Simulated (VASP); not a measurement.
## As: single point with PBE+D3(BJ)

System: As, a slab with vacuum.

```
CELL_PARAMETERS angstrom
3.57134 0.00000 0.00000
-1.78567 3.09287 0.00000
0.00000 0.00000 20.29528
ATOMIC_POSITIONS crystal
As 0.33333 0.66667 0.29056
As 0.66667 0.33333 0.22173
As 0.00000 0.33333 0.52570
As 0.33333 0.00000 0.45687
```

This cell differs from its parent crystal: layers slid over each other, then relaxed in part.

```yaml
Program: VASP 6.6.1
Task: single point
Functional: PBE
Dispersion: D3(BJ)
Potentials_or_basis: VASP PAW PBE potentials, release 64 (As_d)
Cutoff: 400 eV
k_mesh: 9 × 9 × 1
Occupations: gaussian, width 0.05 eV
Spin: no spin polarisation
```

```yaml
Largest_force: 0.049 eV/Å
Band_gap_on_the_k_mesh: 0.99 eV (least direct gap 1.56 eV)
Dispersion_energy_per_atom: -0.269 eV
```

Forces in eV/Å, atoms in the order of the input:
```
As   0.018 -0.039  0.025
As   0.009 -0.028 -0.025
As  -0.009  0.028  0.025
As  -0.018  0.039 -0.025
```

Levels at points of the mesh, in eV from the valence-band top:
```
           k point  band 26  band 27  band 28  band 29  band 30  band 31  band 32  band 33  band 34  band 35
(0.00, 0.00, 0.00)    -0.25    -0.25    -0.22    -0.21    -0.11     1.69     2.26     3.24     3.24     3.33
```

Wall time 5.7 min on 1 thread of AMD EPYC 7R43 64-Core Processor (Zen 3) (shared host), peak memory 0.33 GiB.

Caveat: the cell differs from its parent crystal (layers slid over each other, then relaxed in part).
